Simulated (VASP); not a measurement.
# Li16H (a cell with a defect) in VASP: single point with PBE

Aim: the single point of Li16H (a cell with a defect) with PBE.

Everything below comes from runs of VASP 6.6.1. Logs are shortened: lines on timing, memory, paths and dates and some standing lists are left out, and cuts for length are marked.

**1. The cell of the first run**

The cell holds a defect, 17 atoms: a = 6.980 Å, b = 6.980 Å, c = 6.980 Å, α = 90.00°, β = 90.00°, γ = 90.00°.

**2. Single point, PBE**

File INCAR:

```
SYSTEM = Li16H
PREC     = Accurate       ! precision mode
ENCUT    = 520            ! plane-wave cutoff, eV
EDIFF    = 1E-6           ! SCF threshold, eV
ISMEAR   = 0              ! smearing method
SIGMA    = 0.15           ! smearing width, eV
LREAL    = Auto         
LASPH    = .TRUE.         ! aspherical terms in the spheres
NELM     = 80             ! most SCF steps
ALGO     = Normal         ! electronic algorithm
ISIF     = 2              ! what is computed and relaxed
LWAVE    = .FALSE.        ! write WAVECAR
LCHARG   = .FALSE.        ! write CHGCAR
GGA      = PE             ! functional
NBANDS   = 38             ! bands
```

File KPOINTS:

```
regular mesh
0
G
  3 3 3
  0 0 0
```

File POSCAR:

```
Li16H
1.0
    6.9800000000      0.0000000000      0.0000000000
    0.0000000000      6.9800000000      0.0000000000
    0.0000000000      0.0000000000      6.9800000000
Li H
16 1
Direct
   -0.0152038682      0.0002898281     -0.0176866762
    0.5130661891      0.0003000000     -0.0176626074
   -0.0127348138      0.5001478510      0.0126743553
    0.0237177650     -0.0001785100      0.5018339542
    0.2501924069      0.2321780802      0.2465891117
    0.5118510029      0.5001822350      0.0120226361
    0.4743580229     -0.0000787966      0.5013520057
    0.7505200573      0.2428136103      0.2576154728
    0.0059760745      0.4996161891      0.4949627507
    0.2500958453      0.7691078797      0.2470217765
    0.2494975645      0.2667081662      0.7696404011
    0.4928918338      0.4996633238      0.4951722063
    0.7504759312      0.7579373926      0.2576078797
    0.7497783668      0.2570184814      0.7354217765
    0.2494803725      0.7345915473      0.7696169054
    0.7497475645      0.7433958453      0.7358618911
    0.2493786533      0.0005181948      0.3683502865
```

Potentials or basis: VASP PAW PBE potentials, release 64 (Li_sv, H).

Launch:

```
> cat potpaw_PBE.64/Li_sv/POTCAR potpaw_PBE.64/H/POTCAR > POTCAR
> mpirun -np 1 vasp_std > vasp.out
```

OUTCAR:

```text
SYSTEM = Li16H
   PREC = Accurate
   ENCUT = 520
   EDIFF = 1E-6
   ISMEAR = 0
   LREAL = Auto
   LASPH = .TRUE.
   NELM = 80
   ISIF = 2
   GGA = PE

 ion  position               nearest neighbor table
   1  0.985  0.000  0.982-
   2  0.513  0.000  0.982-
   3  0.987  0.500  0.013-
   4  0.024  1.000  0.502-
   5  0.250  0.232  0.247-
   6  0.512  0.500  0.012-
[... 9 lines left out ...]
  16  0.750  0.743  0.736-
  17  0.249  0.001  0.368-

  LATTYP: Found a simple cubic cell.
 ALAT       =     6.9800000000

  Lattice vectors:

 A1 = (   6.9800000000,   0.0000000000,   0.0000000000)
 A2 = (   0.0000000000,   6.9800000000,   0.0000000000)
 A3 = (   0.0000000000,   0.0000000000,   6.9800000000)

Analysis of symmetry for initial positions (statically):
=====================================================================
 Subroutine PRICEL returns:
 Original cell was already a primitive cell.

 Routine SETGRP: Setting up the symmetry group for a
 simple cubic supercell.

 Subroutine GETGRP returns: Found  1 space group operations
 (whereof  1 operations were pure point group operations)
 out of a pool of 48 trial point group operations.

The static configuration has the point symmetry C_1 .

Analysis of symmetry for dynamics (positions and initial velocities):
=====================================================================
 Subroutine PRICEL returns:
 Original cell was already a primitive cell.

 Routine SETGRP: Setting up the symmetry group for a
 simple cubic supercell.

 Subroutine GETGRP returns: Found  1 space group operations
 (whereof  1 operations were pure point group operations)
 out of a pool of 48 trial point group operations.

The dynamic configuration has the point symmetry C_1 .

 Subroutine INISYM returns: Found  1 space group operations
 (whereof  1 operations are pure point group operations),
 and found     1 'primitive' translations

----------------------------------------------------------------------------------------

                                     Primitive cell

  volume of cell :     340.0684

  direct lattice vectors                    reciprocal lattice vectors
     6.980000000  0.000000000  0.000000000     0.143266476  0.000000000  0.000000000
     0.000000000  6.980000000  0.000000000     0.000000000  0.143266476  0.000000000
     0.000000000  0.000000000  6.980000000     0.000000000  0.000000000  0.143266476

  length of vectors
     6.980000000  6.980000000  6.980000000     0.143266476  0.143266476  0.143266476

  position of ions in fractional coordinates (direct lattice)
     0.984796132  0.000289828  0.982313324
     0.513066189  0.000300000  0.982337393
     0.987265186  0.500147851  0.012674355
     0.023717765  0.999821490  0.501833954
     0.250192407  0.232178080  0.246589112
     0.511851003  0.500182235  0.012022636
[... 9 lines left out ...]
     0.749747564  0.743395845  0.735861891
     0.249378653  0.000518195  0.368350286

  ion indices of the primitive-cell ions
   primitive index   ion index
                 1           1
                 2           2
                 3           3
                 4           4
                 5           5
                 6           6
[... 9 lines left out ...]
                16          16
                17          17

----------------------------------------------------------------------------------------

 KPOINTS: regular mesh

Automatic generation of k-mesh.
 Grid dimensions read from file:
 generate k-points for:    3    3    3

 Generating k-lattice:

  Cartesian coordinates                     Fractional coordinates (reciprocal lattice)
     0.047755492  0.000000000  0.000000000     0.333333333  0.000000000  0.000000000
     0.000000000  0.047755492  0.000000000     0.000000000  0.333333333  0.000000000
     0.000000000  0.000000000  0.047755492     0.000000000  0.000000000  0.333333333

  Length of vectors
     0.047755492  0.047755492  0.047755492

  Shift w.r.t. Gamma in fractional coordinates (k-lattice)
     0.000000000  0.000000000  0.000000000

 Subroutine IBZKPT returns following result:
 ===========================================

 Found     14 irreducible k-points:

 Following reciprocal coordinates:
            Coordinates               Weight
  0.000000  0.000000  0.000000      1.000000
  0.333333  0.000000  0.000000      2.000000
  0.000000  0.333333  0.000000      2.000000
  0.000000  0.000000  0.333333      2.000000
  0.333333  0.333333  0.000000      2.000000
  0.000000  0.333333  0.333333      2.000000
  0.333333  0.000000  0.333333      2.000000
 -0.333333  0.333333  0.000000      2.000000
 -0.333333  0.000000  0.333333      2.000000
  0.000000 -0.333333  0.333333      2.000000
  0.333333  0.333333  0.333333      2.000000
 -0.333333  0.333333  0.333333      2.000000
 -0.333333 -0.333333  0.333333      2.000000
  0.333333 -0.333333  0.333333      2.000000
   k-points           NKPTS =     14   k-points in BZ     NKDIM =     14   number of bands    NBANDS=     38
   number of dos      NEDOS =    301   number of ions     NIONS =     17
   total plane-waves  NPLWV = 157464
   dimension x,y,z NGX =    54 NGY =   54 NGZ =   54
   dimension x,y,z NGXF=   108 NGYF=  108 NGZF=  108
   ions per type =              16   1
   NGX,Y,Z   is equivalent  to a cutoff of  12.86, 12.86, 12.86 a.u.
   NGXF,Y,Z  is equivalent  to a cutoff of  25.72, 25.72, 25.72 a.u.
 SYSTEM =  Li16H
   PREC   = accura    normal or accurate (medium, high low for compatibility)
   ISTART =      0    job   : 0-new  1-cont  2-samecut
   ICHARG =      2    charge: 1-file 2-atom 10-const
   ISPIN  =      1    spin polarized calculation?
   LNONCOLLINEAR =      F non collinear calculations
   LSORBIT =      F    spin-orbit coupling
   LASPH  =      T    aspherical Exc in radial PAW
   ENCUT  =  520.0 eV  38.22 Ry    6.18 a.u.  12.98 12.98 12.98*2*pi/ulx,y,z
   NELM   =     80;   NELMIN=  2; NELMDL= -5     # of ELM steps
   EDIFF  = 0.1E-05   stopping-criterion for ELM
   LREAL  =      T    real-space projection
   EDIFFG = 0.1E-04   stopping-criterion for IOM
   NSW    =      0    number of steps for IOM
   IBRION =     -1    ionic relax: 0-MD 1-quasi-New 2-CG
   NFREE  =      0    steps in history (QN), initial steepest desc. (CG)
   ISIF   =      2    stress and relaxation
   ISYM   =      2    0-nonsym 1-usesym 2-fastsym
   POTIM  = 0.5000    time-step for ionic-motion
   TEBEG  =    0.0;   TEEND  =   0.0 temperature during run
   PSTRESS=    0.0 pullay stress
   NELECT =      49.0000    total number of electrons
   NUPDOWN=      -1.0000    fix difference up-down
   EMIN   =  10.00;   EMAX   =-10.00  energy-range for DOS
   EFERMI =   0.00;   METHOD = LEGACY
   ISMEAR =     0;   SIGMA  =   0.15  broadening in eV -4-tet -1-fermi 0-gaus
   EFERMI_NEDOS =   21; number of points for ismear=-14 and -15
   IALGO  =     38    algorithm
   IMIX   =      4    mixing-type and parameters
     AMIX     =   0.40;   BMIX     =  1.00
     AMIX_MAG =   1.60;   BMIX_MAG =  1.00
  volume/ion in A,a.u.               =      20.00       134.99
  Fermi-wavevector in a.u.,A,eV,Ry     =   0.858258  1.621873 10.022155  0.736608
  Thomas-Fermi vector in A             =   1.975436
   LORBIT       =      0    0 simple, 1 ext, 2 COOP (PROOUT), +10 PAW based schemes
   GGA     = PE    functional components
   LHFCALC =     F    Hartree Fock is set to
   AEXX    =    0.0000 exact exchange contribution
   IVDW    =     0    specifies the selected vdW correction
   LEPSILON=     F    determine dielectric tensor
   LRPA    =     F    only Hartree local field effects (RPA)
 non-spin polarized calculation
 Gauss-broadening in eV      SIGMA  =   0.15
  energy-cutoff  :      520.00
  volume of cell :      340.07
 maximum number of plane-waves:      9180
 NGX is ok and might be reduce to    54
   NGX = 25   NGY = 25   NGZ = 25

 number of electron      48.9999982 magnetization

 Free energy of the ion-electron system (eV)
  ---------------------------------------------------
  ext. energy  EPLUGINS =         0.00000000
  ---------------------------------------------------
  free energy    TOTEN  =       -34.28918844 eV

  energy without entropy =      -34.17510464  energy(sigma->0) =      -34.23214654

 E-fermi :   0.4968     XC(G=0):  -6.9652

 val. band max:        0.4810218630   @ k =   0.0000  -0.3333   0.3333
 cond. band min:       0.5085474686   @ k =   0.0000  -0.3333   0.3333
 fundamental gap:      0.0275256056
 Fermi energy:         0.4967644562

 k-point     1 :       0.0000    0.0000    0.0000
  band No.  band energies     occupation
      1     -46.1531      2.00000
      2     -46.1499      2.00000
      3     -46.1293      2.00000
      4     -46.1278      2.00000
      5     -46.0731      2.00000
      6     -46.0697      2.00000
[... 28 lines left out ...]
     35       3.5969      0.00000
     36       3.7698      0.00000

 k-point     2 :       0.3333    0.0000    0.0000
  band No.  band energies     occupation
      1     -46.1528      2.00000
      2     -46.1503      2.00000
      3     -46.1293      2.00000
      4     -46.1278      2.00000
      5     -46.0730      2.00000
      6     -46.0697      2.00000
[... 28 lines left out ...]
     35       3.7634      0.00000
     36       3.7652      0.00000

 k-point     3 :       0.0000    0.3333    0.0000
  band No.  band energies     occupation
      1     -46.1531      2.00000
      2     -46.1500      2.00000
      3     -46.1295      2.00000
      4     -46.1277      2.00000
      5     -46.0727      2.00000
      6     -46.0702      2.00000
[... 28 lines left out ...]
     35       3.7598      0.00000
     36       3.7695      0.00000

 k-point     4 :       0.0000    0.0000    0.3333
  band No.  band energies     occupation
      1     -46.1531      2.00000
      2     -46.1500      2.00000
      3     -46.1293      2.00000
      4     -46.1278      2.00000
      5     -46.0730      2.00000
      6     -46.0697      2.00000
[... 28 lines left out ...]
     35       3.7491      0.00000
     36       3.7495      0.00000

 k-point     5 :       0.3333    0.3333    0.0000
  band No.  band energies     occupation
      1     -46.1527      2.00000
      2     -46.1503      2.00000
      3     -46.1295      2.00000
      4     -46.1277      2.00000
      5     -46.0726      2.00000
      6     -46.0702      2.00000
[... 265 lines left out ...]
 k-point    12 :      -0.3333    0.3333    0.3333
  band No.  band energies     occupation
      1     -46.1527      2.00000
      2     -46.1503      2.00000
      3     -46.1295      2.00000
      4     -46.1277      2.00000
      5     -46.0726      2.00000
      6     -46.0702      2.00000
[... 28 lines left out ...]
     35       3.6698      0.00000
     36       3.8264      0.00000

 k-point    13 :      -0.3333   -0.3333    0.3333
  band No.  band energies     occupation
      1     -46.1527      2.00000
      2     -46.1503      2.00000
      3     -46.1295      2.00000
      4     -46.1277      2.00000
      5     -46.0726      2.00000
      6     -46.0701      2.00000
[... 28 lines left out ...]
     35       3.6698      0.00000
     36       3.8267      0.00000

 k-point    14 :       0.3333   -0.3333    0.3333
  band No.  band energies     occupation
      1     -46.1527      2.00000
      2     -46.1503      2.00000
      3     -46.1295      2.00000
      4     -46.1277      2.00000
      5     -46.0726      2.00000
      6     -46.0701      2.00000
[... 28 lines left out ...]
     35       3.6702      0.00000
     36       3.8261      0.00000
 [bands above 36 left out]

------------------------ aborting loop because EDIFF is reached ----------------------------------------

  FORCE on cell =-STRESS in cart. coord.  units (eV):
  Direction    XX          YY          ZZ          XY          YZ          ZX
  --------------------------------------------------------------------------------------
  -------------------------------------------------------------------------------------
  Total       -1.3531980     -1.3789709     -1.5406245     -0.0008287      0.0080579      0.0119625
  in kB       -6.3753738     -6.4967989     -7.2584036     -0.0039045      0.0379636      0.0563594
  external PRESSURE =      -6.7101921 kB  Pullay stress =       0.0000000 kB

 VOLUME and BASIS-vectors are now :
 -----------------------------------------------------------------------------
  energy-cutoff  :      520.00
  volume of cell :      340.07
      direct lattice vectors                 reciprocal lattice vectors
     6.980000000  0.000000000  0.000000000     0.143266476  0.000000000  0.000000000
     0.000000000  6.980000000  0.000000000     0.000000000  0.143266476  0.000000000
     0.000000000  0.000000000  6.980000000     0.000000000  0.000000000  0.143266476

 POSITION                                       TOTAL-FORCE (eV/Angst)
 -----------------------------------------------------------------------------------
      6.87388      0.00202      6.85655         0.003273      0.001661      0.000713
      3.58120      0.00209      6.85672         0.013315      0.001327      0.002779
      6.89111      3.49103      0.08847         0.004385      0.002470     -0.006482
      0.16555      6.97875      3.50280         0.013300      0.006125     -0.005211
      1.74634      1.62060      1.72119        -0.008536     -0.012234      0.000026
      3.57272      3.49127      0.08392         0.003425      0.002273      0.001980
[... 9 lines left out ...]
      5.23324      5.18890      5.13632        -0.004025     -0.007037      0.004150
      1.74066      0.00362      2.57108        -0.004106      0.000692      0.002770
 -----------------------------------------------------------------------------------
    total drift:                                0.007677      0.001410     -0.006645

  FREE ENERGIE OF THE ION-ELECTRON SYSTEM (eV)
  ---------------------------------------------------
  free  energy   TOTEN  =       -34.2891884352 eV

  energy  without entropy=      -34.1751046420  energy(sigma->0) =      -34.23214654
```

It took 7.4 min on 1 thread of Oxide Virtual Turin-like, shared host; peak memory 0.38 GiB.

Results:

```yaml
Free_energy: -34.2892 eV
Largest_force: 0.016 eV/Å
Band_gap_on_the_k_mesh: zero (an odd number of electrons rules out a gap without spin polarisation)
```

Forces in eV/Å, atoms in the order of the input:
```
Li   0.003  0.002  0.001
Li   0.013  0.001  0.003
Li   0.004  0.002 -0.006
Li   0.013  0.006 -0.005
Li  -0.009 -0.012  0.000
Li   0.003  0.002  0.002
Li   0.009  0.005  0.007
Li  -0.012 -0.001 -0.003
Li   0.004  0.008  0.001
Li  -0.008 -0.004 -0.006
Li  -0.003 -0.005 -0.004
Li   0.007  0.007  0.000
Li  -0.011 -0.005 -0.001
Li  -0.004  0.002  0.009
Li  -0.003 -0.002 -0.003
Li  -0.004 -0.007  0.004
H   -0.004  0.001  0.003
```

Caveat: the cutoff is under 1.25 times the usual one of these potentials, so pressure, stress and relaxed cells hold a basis-set (Pulay) error.

The gap in the log of VASP goes by the Fermi energy; the results here count the filled bands.